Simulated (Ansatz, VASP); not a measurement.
## One calculation of Fe, two programs

File INCAR:

```
  PREC = Accurate
  ENCUT = 520
  EDIFF = 1E-6
  ISMEAR = -1
  SIGMA = 0.1
  LREAL = F
  LASPH = T
  NELM = 150
  ALGO = Normal
  ISIF = 2
  LWAVE = F
  LCHARG = F
  ISPIN = 2
  MAGMOM = 5.6 5.6
  LORBIT = 11
  LMAXMIX = 4
  GGA = PS
  NBANDS = 19
```

Contents of KPOINTS:

```
regular mesh
0
Gamma
  6 12 12
```

The input POSCAR:

```
Fe
1.0
    0.0000000000      3.5830000000      3.5830000000
    1.7915000000      0.0000000000      1.7915000000
    1.7915000000      1.7915000000      0.0000000000
Fe
2
Direct
    0.0000000000      0.0000000000      0.0000000000
    0.5000000000      0.0000000000      0.0000000000
```

Input for Ansatz:

```yaml
crystal:
  lattice:
    - [0.0, 3.583, 3.583]
    - [1.7915, 0.0, 1.7915]
    - [1.7915, 1.7915, 0.0]
  atoms:
    - { symbol: Fe, position: [0.0, 0.0, 0.0], spin: 5.6 }
    - { symbol: Fe, position: [0.5, 0.0, 0.0], spin: 5.6 }
magnetization:
  spin_polarized: true
hamiltonian:
  xc: pbesol
  pseudopotentials: { kind: paw }
basis:
  ecutwfc: 420
kpoints:
  mp_grid: { grid: [6, 12, 12] }
scf:
  occupations: { method: fermi_dirac, width: 0.1 }
  lower_state_search: "off"
output:
  forces: true
  stress: true
```

Change from the starting cell: moments ++ scaled by 1.4, plain SCF.

Alike in both runs: task single point; functional PBEsol; k mesh 6 × 12 × 12; occupations fermi-dirac, width 0.1 eV; collinear spin.

```csv
,VASP,Ansatz
version,VASP 6.6.1,Ansatz 0.2.0
potentials or method,"VASP PAW PBE potentials, release 64 (Fe), cutoff 520 eV","PAW, plane waves, scalar-relativistic"
valence electrons in the cell,16,32
```

VASP gave:

* pressure (GPa): -6.8
* net moment per atom (μB): 2.27
* size of the moment on the site where the two differ most (μB): 2.25

Task: What did Ansatz give for the same quantities?

Result: Pressure (GPa): -18.9; net moment per atom (μB): 1.65; size of the moment on the site where the two differ most (μB): 1.68.

The net moments are unlike, so the other rows may belong to different states. VASP's potentials were made for PBE, not for PBEsol. Site moments also hang on the region over which each program counts them. VASP's potentials hold 16 valence electrons a cell and Ansatz's 32, so a difference there can come from the potentials and not from the codes.
